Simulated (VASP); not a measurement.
# K (P6_3/mmc) in VASP: a series of runs

K is run at these levels: LDA; tasks: single point, relaxation of cell and atoms.

Everything below comes from runs of VASP 6.6.1. Logs are shortened: lines on timing, memory, paths and dates and some standing lists are left out, and cuts for length are marked.

### Step 1. The cell of the first run

It takes space group P6_3/mmc (No. 194, hexagonal). Conventional cell: a = 4.683 Å, b = 4.683 Å, c = 7.626 Å, α = 90.00°, β = 90.00°, γ = 120.00°.

### Step 2. Single point, LDA (volume scaled by 1.12)

INCAR

```
SYSTEM = K
PREC = Accurate
ENCUT = 520
EDIFF = 1E-6
ISMEAR = -1
SIGMA = 0.1
LREAL = .False.
LASPH = .True.
NELM = 60
ALGO = Normal
ISIF = 2
LWAVE = .False.
LCHARG = .False.
GGA = CA
NBANDS = 16
```

KPOINTS

```
Automatic mesh
0
Gamma
  9 9 5
  0 0 0
```

POSCAR

```
K
1.0
    4.6833425899      0.0000000000      0.0000000000
   -2.3416712949      4.0558936575      0.0000000000
    0.0000000000      0.0000000000      7.6259165440
K
2
Direct
    0.3333333333      0.6666666667      0.2500000000
    0.6666666667      0.3333333333      0.7500000000
```

Potentials or basis: VASP PAW LDA potentials, release 64 (K_sv).

The run is started by

```bash
cat potpaw_LDA.64/K_sv/POTCAR > POTCAR
mpirun -np 1 vasp_std > vasp.out
```

OUTCAR:

```text
SYSTEM = K
   PREC = Accurate
   ENCUT = 520
   EDIFF = 1E-6
   ISMEAR = -1
   LREAL = .False.
   LASPH = .True.
   NELM = 60
   ISIF = 2
   GGA = CA

 ion  position               nearest neighbor table
   1  0.333  0.667  0.250-
   2  0.667  0.333  0.750-

  LATTYP: Found a hexagonal cell.
 ALAT       =     4.6833425899
 C/A-ratio  =     1.6283063640

  Lattice vectors:

 A1 = (   4.6833425899,   0.0000000000,   0.0000000000)
 A2 = (  -2.3416712949,   4.0558936575,   0.0000000000)
 A3 = (   0.0000000000,   0.0000000000,   7.6259165440)

Analysis of symmetry for initial positions (statically):
=====================================================================
 Subroutine PRICEL returns:
 Original cell was already a primitive cell.

 Routine SETGRP: Setting up the symmetry group for a
 hexagonal supercell.

 Subroutine GETGRP returns: Found 24 space group operations
 (whereof 12 operations were pure point group operations)
 out of a pool of 24 trial point group operations.

The static configuration has the point symmetry D_3d.
 The point group associated with its full space group is D_6h.

Analysis of symmetry for dynamics (positions and initial velocities):
=====================================================================
 Subroutine PRICEL returns:
 Original cell was already a primitive cell.

 Routine SETGRP: Setting up the symmetry group for a
 hexagonal supercell.

 Subroutine GETGRP returns: Found 24 space group operations
 (whereof 12 operations were pure point group operations)
 out of a pool of 24 trial point group operations.

The dynamic configuration has the point symmetry D_3d.
 The point group associated with its full space group is D_6h.

 Subroutine INISYM returns: Found 24 space group operations
 (whereof 12 operations are pure point group operations),
 and found     1 'primitive' translations

----------------------------------------------------------------------------------------

                                     Primitive cell

  volume of cell :     144.8553

  direct lattice vectors                    reciprocal lattice vectors
     4.683342590  0.000000000  0.000000000     0.213522710  0.123277394  0.000000000
    -2.341671295  4.055893658  0.000000000     0.000000000  0.246554788  0.000000000
     0.000000000  0.000000000  7.625916544     0.000000000  0.000000000  0.131131779

  length of vectors
     4.683342590  4.683342590  7.625916544     0.246554788  0.246554788  0.131131779

  position of ions in fractional coordinates (direct lattice)
     0.333333333  0.666666667  0.250000000
     0.666666667  0.333333333  0.750000000

  ion indices of the primitive-cell ions
   primitive index   ion index
                 1           1
                 2           2

----------------------------------------------------------------------------------------

 KPOINTS: Automatic mesh

Automatic generation of k-mesh.
 Grid dimensions read from file:
 generate k-points for:    9    9    5

 Generating k-lattice:

  Cartesian coordinates                     Fractional coordinates (reciprocal lattice)
     0.023724746  0.013697488  0.000000000     0.111111111  0.000000000  0.000000000
     0.000000000  0.027394976  0.000000000     0.000000000  0.111111111  0.000000000
     0.000000000  0.000000000  0.026226356     0.000000000  0.000000000  0.200000000

  Length of vectors
     0.027394976  0.027394976  0.026226356

  Shift w.r.t. Gamma in fractional coordinates (k-lattice)
     0.000000000  0.000000000  0.000000000

 Subroutine IBZKPT returns following result:
 ===========================================

 Found     36 irreducible k-points:

 Following reciprocal coordinates:
            Coordinates               Weight
  0.000000  0.000000  0.000000      1.000000
  0.111111  0.000000  0.000000      6.000000
  0.222222  0.000000  0.000000      6.000000
  0.333333  0.000000  0.000000      6.000000
  0.444444  0.000000  0.000000      6.000000
  0.111111  0.111111  0.000000      6.000000
[... 16 lines left out ...]
  0.333333  0.222222  0.200000     24.000000
  0.333333  0.333333  0.200000      4.000000
 [... further k-points ...]
   k-points           NKPTS =     36   k-points in BZ     NKDIM =     36   number of bands    NBANDS=     16
   number of dos      NEDOS =    301   number of ions     NIONS =      2
   total plane-waves  NPLWV =  77760
   dimension x,y,z NGX =    36 NGY =   36 NGZ =   60
   dimension x,y,z NGXF=    72 NGYF=   72 NGZF=  120
   ions per type =               2
   NGX,Y,Z   is equivalent  to a cutoff of  12.78, 12.78, 13.08 a.u.
   NGXF,Y,Z  is equivalent  to a cutoff of  25.56, 25.56, 26.16 a.u.
 SYSTEM =  K
   PREC   = accura    normal or accurate (medium, high low for compatibility)
   ISTART =      0    job   : 0-new  1-cont  2-samecut
   ICHARG =      2    charge: 1-file 2-atom 10-const
   ISPIN  =      1    spin polarized calculation?
   LNONCOLLINEAR =      F non collinear calculations
   LSORBIT =      F    spin-orbit coupling
   LASPH  =      T    aspherical Exc in radial PAW
   ENCUT  =  520.0 eV  38.22 Ry    6.18 a.u.   8.71  8.71 14.18*2*pi/ulx,y,z
   NELM   =     60;   NELMIN=  2; NELMDL= -5     # of ELM steps
   EDIFF  = 0.1E-05   stopping-criterion for ELM
   LREAL  =      F    real-space projection
   EDIFFG = 0.1E-04   stopping-criterion for IOM
   NSW    =      0    number of steps for IOM
   IBRION =     -1    ionic relax: 0-MD 1-quasi-New 2-CG
   NFREE  =      0    steps in history (QN), initial steepest desc. (CG)
   ISIF   =      2    stress and relaxation
   ISYM   =      2    0-nonsym 1-usesym 2-fastsym
   POTIM  = 0.5000    time-step for ionic-motion
   TEBEG  =    0.0;   TEEND  =   0.0 temperature during run
   PSTRESS=    0.0 pullay stress
   NELECT =      18.0000    total number of electrons
   NUPDOWN=      -1.0000    fix difference up-down
   EMIN   =  10.00;   EMAX   =-10.00  energy-range for DOS
   EFERMI =   0.00;   METHOD = LEGACY
   ISMEAR =    -1;   SIGMA  =   0.10  broadening in eV -4-tet -1-fermi 0-gaus
   EFERMI_NEDOS =   21; number of points for ismear=-14 and -15
   IALGO  =     38    algorithm
   IMIX   =      4    mixing-type and parameters
     AMIX     =   0.40;   BMIX     =  1.00
     AMIX_MAG =   1.60;   BMIX_MAG =  1.00
  volume/ion in A,a.u.               =      72.43       488.77
  Fermi-wavevector in a.u.,A,eV,Ry     =   0.816935  1.543783  9.080294  0.667383
  Thomas-Fermi vector in A             =   1.927293
   LORBIT       =      0    0 simple, 1 ext, 2 COOP (PROOUT), +10 PAW based schemes
   GGA     = CA    functional components
   LHFCALC =     F    Hartree Fock is set to
   AEXX    =    0.0000 exact exchange contribution
   IVDW    =     0    specifies the selected vdW correction
   LEPSILON=     F    determine dielectric tensor
   LRPA    =     F    only Hartree local field effects (RPA)
 non-spin polarized calculation
  energy-cutoff  :      520.00
  volume of cell :      144.86
 maximum number of plane-waves:      3935
 NGX is ok and might be reduce to    36
   NGX = 17   NGY = 17   NGZ = 29

 number of electron      18.0000001 magnetization

 Free energy of the ion-electron system (eV)
  ---------------------------------------------------
  ext. energy  EPLUGINS =         0.00000000
  ---------------------------------------------------
  free energy    TOTEN  =        -2.33437017 eV

  energy without entropy =       -2.28629448  energy(sigma->0) =       -2.31033233

 E-fermi :  -0.2680     XC(G=0):  -5.9077

 val. band max:       -0.3601046714   @ k =   0.1111   0.1111   0.2000
 cond. band min:      -0.2522490702   @ k =   0.2222   0.0000   0.2000
 fundamental gap:      0.1078556012
 Fermi energy:        -0.2680167303

 k-point     1 :       0.0000    0.0000    0.0000
  band No.  band energies     occupation
      1     -32.0798      2.00000
      2     -32.0754      2.00000
      3     -15.8331      2.00000
      4     -15.7703      2.00000
      5     -15.7703      2.00000
      6     -15.7599      2.00000
[... 8 lines left out ...]
     15       4.0982      0.00000
     16       4.0982      0.00000

 k-point     2 :       0.1111    0.0000    0.0000
  band No.  band energies     occupation
      1     -32.0794      2.00000
      2     -32.0752      2.00000
      3     -15.8302      2.00000
      4     -15.7766      2.00000
      5     -15.7723      2.00000
      6     -15.7665      2.00000
[... 8 lines left out ...]
     15       4.0452      0.00000
     16       4.2340      0.00000

 k-point     3 :       0.2222    0.0000    0.0000
  band No.  band energies     occupation
      1     -32.0782      2.00000
      2     -32.0747      2.00000
      3     -15.8223      2.00000
      4     -15.7930      2.00000
      5     -15.7830      2.00000
      6     -15.7773      2.00000
[... 8 lines left out ...]
     15       3.9935      0.00000
     16       4.0572      0.00000

 k-point     4 :       0.3333    0.0000    0.0000
  band No.  band energies     occupation
      1     -32.0768      2.00000
      2     -32.0742      2.00000
      3     -15.8118      2.00000
      4     -15.8116      2.00000
      5     -15.8012      2.00000
      6     -15.7829      2.00000
[... 8 lines left out ...]
     15       3.7912      0.00000
     16       4.3088      0.00000

 k-point     5 :       0.4444    0.0000    0.0000
  band No.  band energies     occupation
      1     -32.0757      2.00000
      2     -32.0741      2.00000
      3     -15.8242      2.00000
      4     -15.8129      2.00000
      5     -15.8023      2.00000
      6     -15.7864      2.00000
[... 8 lines left out ...]
     15       3.6467      0.00000
     16       4.6345      0.00000

 k-point     6 :       0.1111    0.1111    0.0000
  band No.  band energies     occupation
      1     -32.0785      2.00000
      2     -32.0749      2.00000
      3     -15.8248      2.00000
      4     -15.7864      2.00000
      5     -15.7814      2.00000
      6     -15.7729      2.00000
[... 8 lines left out ...]
     15       4.0253      0.00000
     16       4.0462      0.00000

 k-point     7 :       0.2222    0.1111    0.0000
  band No.  band energies     occupation
      1     -32.0772      2.00000
      2     -32.0744      2.00000
      3     -15.8154      2.00000
      4     -15.8025      2.00000
      5     -15.7963      2.00000
      6     -15.7806      2.00000
[... 8 lines left out ...]
     15       3.6496      0.00000
     16       4.1921      0.00000

 k-point     8 :       0.3333    0.1111    0.0000
  band No.  band energies     occupation
      1     -32.0760      2.00000
      2     -32.0741      2.00000
      3     -15.8178      2.00000
      4     -15.8080      2.00000
      5     -15.8048      2.00000
      6     -15.7877      2.00000
[... 8 lines left out ...]
     15       3.4327      0.00000
     16       4.0481      0.00000

 k-point     9 :       0.4444    0.1111    0.0000
  band No.  band energies     occupation
      1     -32.0753      2.00000
      2     -32.0741      2.00000
      3     -15.8239      2.00000
      4     -15.8126      2.00000
      5     -15.7990      2.00000
      6     -15.7905      2.00000
[... 8 lines left out ...]
     15       3.3599      0.00000
     16       3.8500      0.00000
[... 172 lines left out ...]
 k-point    19 :       0.2222    0.1111    0.2000
  band No.  band energies     occupation
      1     -32.0770      2.00000
      2     -32.0747      2.00000
      3     -15.8166      2.00000
      4     -15.8005      2.00000
      5     -15.7947      2.00000
      6     -15.7809      2.00000
[... 8 lines left out ...]
     15       3.5383      0.00000
     16       4.2290      0.00000

 k-point    20 :       0.3333    0.1111    0.2000
  band No.  band energies     occupation
      1     -32.0758      2.00000
      2     -32.0743      2.00000
      3     -15.8222      2.00000
      4     -15.8128      2.00000
      5     -15.7964      2.00000
      6     -15.7863      2.00000
[... 8 lines left out ...]
     15       3.3528      0.00000
     16       4.1696      0.00000

 k-point    21 :       0.4444    0.1111    0.2000
  band No.  band energies     occupation
      1     -32.0752      2.00000
      2     -32.0742      2.00000
      3     -15.8270      2.00000
      4     -15.8172      2.00000
      5     -15.7950      2.00000
      6     -15.7866      2.00000
[... 8 lines left out ...]
     15       3.3325      0.00000
     16       4.0664      0.00000

 k-point    22 :       0.2222    0.2222    0.2000
  band No.  band energies     occupation
      1     -32.0759      2.00000
      2     -32.0743      2.00000
      3     -15.8162      2.00000
      4     -15.8118      2.00000
      5     -15.7944      2.00000
      6     -15.7900      2.00000
[... 8 lines left out ...]
     15       2.8132      0.00000
     16       4.2901      0.00000

 k-point    23 :       0.3333    0.2222    0.2000
  band No.  band energies     occupation
      1     -32.0750      2.00000
      2     -32.0742      2.00000
      3     -15.8198      2.00000
      4     -15.8134      2.00000
      5     -15.8002      2.00000
      6     -15.7892      2.00000
[... 8 lines left out ...]
     15       2.9239      0.00000
     16       3.9664      0.00000

 k-point    24 :       0.3333    0.3333    0.2000
  band No.  band energies     occupation
      1     -32.0744      2.00000
      2     -32.0744      2.00000
      3     -15.8123      2.00000
      4     -15.8105      2.00000
      5     -15.8105      2.00000
      6     -15.7946      2.00000
[... 8 lines left out ...]
     15       3.1014      0.00000
     16       4.1296      0.00000

 [... further k-points ...]
[... 5 lines left out ...]
  --------------------------------------------------------------------------------------
  -------------------------------------------------------------------------------------
  Total       -0.4003197     -0.4003197     -0.3419562     -0.0000000      0.0000000      0.0000000
  in kB       -4.4277490     -4.4277490     -3.7822181     -0.0000000      0.0000000      0.0000000
  external PRESSURE =      -4.2125720 kB  Pullay stress =       0.0000000 kB

 VOLUME and BASIS-vectors are now :
 -----------------------------------------------------------------------------
  energy-cutoff  :      520.00
  volume of cell :      144.86
      direct lattice vectors                 reciprocal lattice vectors
     4.683342590  0.000000000  0.000000000     0.213522710  0.123277394  0.000000000
    -2.341671295  4.055893658  0.000000000     0.000000000  0.246554788  0.000000000
     0.000000000  0.000000000  7.625916544     0.000000000  0.000000000  0.131131779

 POSITION                                       TOTAL-FORCE (eV/Angst)
 -----------------------------------------------------------------------------------
     -0.00000      2.70393      1.90648        -0.000000      0.000000      0.000000
      2.34167      1.35196      5.71944         0.000000     -0.000000      0.000000
 -----------------------------------------------------------------------------------
    total drift:                               -0.000000      0.000000     -0.000000

  FREE ENERGIE OF THE ION-ELECTRON SYSTEM (eV)
  ---------------------------------------------------
  free  energy   TOTEN  =        -2.3343701706 eV

  energy  without entropy=       -2.2862944812  energy(sigma->0) =       -2.31033233
```

Run time: 50 s. Hardware: 1 thread of Intel Xeon Platinum 8259CL at 2.50GHz (Skylake/Cascade Lake), shared host; peak memory 0.24 GiB.

What came out:

```
Free energy            : -2.3344 eV
Pressure               : -0.4 GPa
Band gap on the k mesh : zero (band 9 reaches 0.82 eV, above the bottom of band 10 at -1.43 eV)
```

Levels at points of the mesh, in eV from the Fermi level:
| k point | band 5 | band 6 | band 7 | band 8 | band 9 | band 10 | band 11 | band 12 | band 13 | band 14 |
| --- | --- | --- | --- | --- | --- | --- | --- | --- | --- | --- |
| (0.00, 0.00, 0.00) | -15.50 | -15.49 | -15.49 | -15.49 | -2.20 | 0.27 | 0.61 | 3.98 | 3.98 | 4.07 |

Caveat: the cell differs from its parent crystal (volume scaled by 1.12).

### Step 3. Single point, LDA

This run uses another cell than the first one, of 64.67 Å³/atom, 0.893 times its volume.

INCAR

```
PREC = Accurate ; ENCUT = 520
EDIFF = 1E-6 ; ISMEAR = -1
SIGMA = 0.1 ; LREAL = F
LASPH = T ; NELM = 60
ALGO = Normal ; ISIF = 2
LWAVE = F ; LCHARG = F
GGA = CA ; NBANDS = 16
```

KPOINTS

```
regular mesh
0
Gamma
  13 13 7
```

POSCAR

```
K
1.0
    4.5097235529      0.0000000000      0.0000000000
   -2.2548617764      3.9055351608      0.0000000000
    0.0000000000      0.0000000000      7.3432115612
K
2
Direct
    0.3333333333      0.6666666667      0.2500000000
    0.6666666667      0.3333333333      0.7500000000
```

Potentials or basis: VASP PAW LDA potentials, release 64 (K_sv).

The run is started by

```bash
cat potpaw_LDA.64/K_sv/POTCAR > POTCAR
mpirun -np 1 vasp_std > vasp.out
```

Run time: 96 s. Hardware: 1 thread of Intel Xeon Platinum 8259CL at 2.50GHz (Skylake/Cascade Lake), shared host; peak memory 0.29 GiB.

It converged, with:

```
Free energy            : -2.3551 eV
Pressure               : 0.0 GPa
Band gap on the k mesh : zero (band 9 reaches 0.88 eV, above the bottom of band 10 at -1.35 eV)
```

Levels at points of the mesh, in eV from the Fermi level:
| k point | band 6 | band 7 | band 8 | band 9 | band 10 | band 11 | band 12 | band 13 |
| --- | --- | --- | --- | --- | --- | --- | --- | --- |
| (0.00, 0.00, 0.00) | -15.41 | -15.41 | -15.41 | -2.36 | 0.27 | 0.67 | 4.08 | 4.08 |

### Step 4. Relaxation of cell and atoms, LDA

This run uses another cell than the first one, of 71.32 Å³/atom, 0.985 times its volume.

INCAR

```
PREC = Accurate ; ENCUT = 600
EDIFF = 1E-6 ; ISMEAR = -1
SIGMA = 0.1 ; LREAL = F
LASPH = T ; NELM = 80
ALGO = Normal ; ISIF = 3
LWAVE = F ; LCHARG = F
GGA = CA ; IBRION = 2
NSW = 80 ; EDIFFG = -0.01
```

KPOINTS

```
Automatic mesh
0
Gamma
  8 8 4
```

POSCAR

```
K
1.0
    4.6549393048      0.0000000000      0.0000000000
   -2.3274696524      4.0312956910      0.0000000000
    0.0000000000      0.0000000000      7.6015158847
K
2
Direct
    0.3333333333      0.6666666667      0.2500000000
    0.6666666667      0.3333333333      0.7500000000
```

The run is started by

```bash
cat potpaw_LDA.64/K_sv/POTCAR > POTCAR
mpirun -np 1 vasp_std > vasp.out
```

Run time: 1.7 min. Hardware: 1 thread of Intel Xeon Platinum 8259CL at 2.50GHz (Skylake/Cascade Lake), shared host; peak memory 0.28 GiB.

The run converged. Its results:

| Property | Result |
| --- | --- |
| Free energy | -2.3574 eV |
| Relaxed volume | 64.68 Å³/atom |
| Relaxed cell | a = 4.509 Å, b = 4.509 Å, c = 7.349 Å, α = 90.00°, β = 90.00°, γ = 120.00° |
| Space group after relaxing (to 0.05 Å) | P6_3/mmc (No. 194) |
| Energy gained by relaxing | 8.6 meV/atom |
| Ionic steps | 3 |
| Pressure after relaxing | 0.0 GPa |
| Band gap on the k mesh | zero (band 9 reaches 1.03 eV, above the bottom of band 10 at -1.58 eV) |

The path:
| step | energy change (eV) | largest force (eV/Å) | pressure (GPa) | volume (Å³) |
| --- | --- | --- | --- | --- |
| 1 | 0.0000 | 0.0000 | -0.37 | 142.65 |
| 2 | -0.0071 | 0.0000 | -0.30 | 139.24 |
| 3 | -0.0171 | 0.0000 | -0.01 | 129.36 |

Final structure:
```yaml
crystal:
  lattice:
    - [4.50854, 0.00000, 0.00000]
    - [-2.25427, 3.90451, 0.00000]
    - [0.00000, 0.00000, 7.34854]
  atoms:
    - { symbol: K, position: [0.33333, 0.66667, 0.25000] }
    - { symbol: K, position: [0.66667, 0.33333, 0.75000] }
```

Levels at points of the mesh, in eV from the Fermi level:
```tsv
k point	band 6	band 7	band 8	band 9	band 10	band 11	band 12	band 13
(0.00, 0.00, 0.00)	-15.38	-15.38	-15.38	-2.32	0.30	0.70	4.12	4.12
(0.50, 0.00, 0.00)	-15.42	-15.40	-15.39	0.13	0.33	1.64	1.96	2.46
(0.00, 0.00, 0.50)	-15.39	-15.39	-15.39	-1.53	-1.53	2.83	2.83	4.15
(0.50, 0.00, 0.50)	-15.41	-15.41	-15.41	0.61	0.61	1.01	1.01	3.09
```

### Step 5. Overview

```csv
task,cell,k mesh,cutoff (eV),gap on the mesh (eV),pressure (GPa)
single point,"a = 4.683, b = 4.683, c = 7.626 Å, angles 90.0, 90.0, 120.0°, 2 atoms",9 × 9 × 5,520,none,-0.4
single point,"a = 4.510, b = 4.510, c = 7.343 Å, angles 90.0, 90.0, 120.0°, 2 atoms",13 × 13 × 7,520,none,0.0
relaxation of cell and atoms,"relaxed from a = 4.655, b = 4.655, c = 7.602 Å, angles 90.0, 90.0, 120.0°, 2 atoms",8 × 8 × 4,600,none,0.0
```

Alike in all rows: level LDA; potentials or basis VASP PAW LDA potentials, release 64 (K_sv); no spin polarisation; smearing fermi-dirac 0.1 eV.

Total energies depend on the potentials used, so only differences within one code and one set of settings carry meaning.
